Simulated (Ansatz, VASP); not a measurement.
**AlN in VASP and in Ansatz**

File INCAR:

```
SYSTEM = AlN
PREC = Accurate
ENCUT = 520
EDIFF = 1E-6
ISMEAR = 0
SIGMA = 0.05
LREAL = .FALSE.
LASPH = .TRUE.
NELM = 80
ALGO = Normal
ISIF = 2
LWAVE = .FALSE.
LCHARG = .FALSE.
GGA = PE
IBRION = 2
NSW = 50
EDIFFG = -0.01
```

KPOINTS

```
regular mesh
0
G
  9 9 6
  0 0 0
```

File POSCAR:

```
AlN
1.0
    3.1298889828      0.0000000000      0.0000000000
   -1.5649444914      2.7105633702      0.0000000000
    0.0000000000      0.0000000000      4.8163000000
Al N
2 2
Direct
    0.3333333333      0.6666666667      0.0017290859
    0.6666666667      0.3333333333      0.5017290859
    0.3333333333      0.6666666667      0.3832709141
    0.6666666667      0.3333333333      0.8832709141
```

Input for Ansatz:

```yaml
crystal:
  lattice:
    - [3.1298889828, 0.0, 0.0]
    - [-1.5649444914, 2.7105633702, 0.0]
    - [0.0, 0.0, 4.8163]
  atoms:
    - { symbol: Al, position: [0.3333333333, 0.6666666667, 0.0017290859] }
    - { symbol: Al, position: [0.6666666667, 0.3333333333, 0.5017290859] }
    - { symbol: "N", position: [0.3333333333, 0.6666666667, 0.3832709141] }
    - { symbol: "N", position: [0.6666666667, 0.3333333333, 0.8832709141] }
basis:
  ecutwfc: 520.0
kpoints:
  mp_grid: { grid: [9, 9, 6] }
hamiltonian:
  xc: pbe
  pseudopotentials: { kind: paw, azcp: { folder: soft_1 } }
scf:
  occupations: { method: gaussian, width: 0.05 }
output:
  forces: true
  stress: true
  eigenvalues: true
relax:
  adjacent_minimum: "off"
  f_tol: 0.01
  max_steps: 30
```

Alike in both runs: task relaxation of the atoms; functional PBE; k mesh 9 × 9 × 6; occupations gaussian, width 0.05 eV; no spin polarisation.

|  | VASP | Ansatz |
| --- | --- | --- |
| version | VASP 6.6.1 | Ansatz 0.2.0 |
| potentials or method | VASP PAW PBE potentials, release 64 (Al, N), cutoff 520 eV | scalar-relativistic, plane waves, PAW |
| valence electrons in the cell | 16 | 16 |

|  | VASP | Ansatz | Ansatz less VASP |
| --- | --- | --- | --- |
| gap on the k mesh at the Fermi level, each at its own relaxed structure (eV) | 4.15 | 4.14 | -0.010 |

Ansatz's warnings: stress scf threshold loose.
